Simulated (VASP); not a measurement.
**LiCl: relaxation of cell and atoms with PBEsol+D4**

Crystal: LiCl.

```
Cl Li
1.0
     0.00000    2.56477    2.56477
     2.56477    0.00000    2.56477
     2.56477    2.56477    0.00000
Cl Li
1 1
Direct
  0.50000 0.50000 0.50000
  0.00000 0.00000 0.00000
```

| Quantity | Value |
| --- | --- |
| Program | VASP 6.6.1 |
| Task | relaxation of cell and atoms |
| Functional | PBEsol |
| Dispersion | D4 |
| Potentials or basis | VASP PAW PBE potentials, release 64 (Cl, Li_sv) |
| Cutoff | 600 eV |
| k mesh | 9 × 9 × 9 |
| Occupations | fermi-dirac, width 0.05 eV |
| Spin | no spin polarisation |
| Dipole correction | no |
| Further INCAR settings | ALGO = Normal; EDIFF = 1e-06; IBRION = 2; EDIFFG = -0.01; NSW = 80; ISIF = 3 |

```json
{"Relaxed volume": "15.91 Å³/atom", "Relaxed cell": "a = 3.557 Å, b = 3.557 Å, c = 3.557 Å, α = 60.00°, β = 60.00°, γ = 60.00°", "Space group after relaxing (to 0.05 Å)": "Fm-3m (No. 225)", "Energy gained by relaxing": "6.1 meV/atom", "Ionic steps": "4", "Pressure after relaxing": "0.0 GPa", "Band gap on the k mesh": "6.48 eV, direct", "Dispersion energy per atom": "-0.073 eV"}
```

The path:
```
step  energy change (eV)  largest force (eV/Å)  pressure (GPa)  volume (Å³)
   1              0.0000                0.0000           -1.91        33.74
   2             -0.0090                0.0000           -1.03        32.77
   3             -0.0122                0.0000           -0.11        31.91
   4             -0.0122                0.0000           -0.04        31.81
```

Final structure:
```yaml
crystal:
  lattice:
    - [0.00000, 2.51491, 2.51491]
    - [2.51491, 0.00000, 2.51491]
    - [2.51491, 2.51491, 0.00000]
  atoms:
    - { symbol: Cl, position: [0.50000, 0.50000, 0.50000] }
    - { symbol: Li, position: [0.00000, 0.00000, 0.00000] }
```

Levels at points of the mesh, in eV from the valence-band top:
| k point | band 3 | band 4 | band 5 | band 6 | band 7 | band 8 |
| --- | --- | --- | --- | --- | --- | --- |
| (0.00, 0.00, 0.00) | 0.00 | 0.00 | 0.00 | 6.48 | 11.86 | 11.86 |

Run time: 20 s on 1 thread of AMD EPYC 9R45 96-Core Processor (Zen 5), with other jobs on the host, peak memory 0.14 GiB.

Caveat: the cutoff is under 1.25 times the usual one of these potentials, so pressure, stress and relaxed cells hold a basis-set (Pulay) error; the PAW data sets were made with another functional, which shifts forces and pressure a little. A hybrid or GW would open this gap; PBEsol tends to underestimate it.
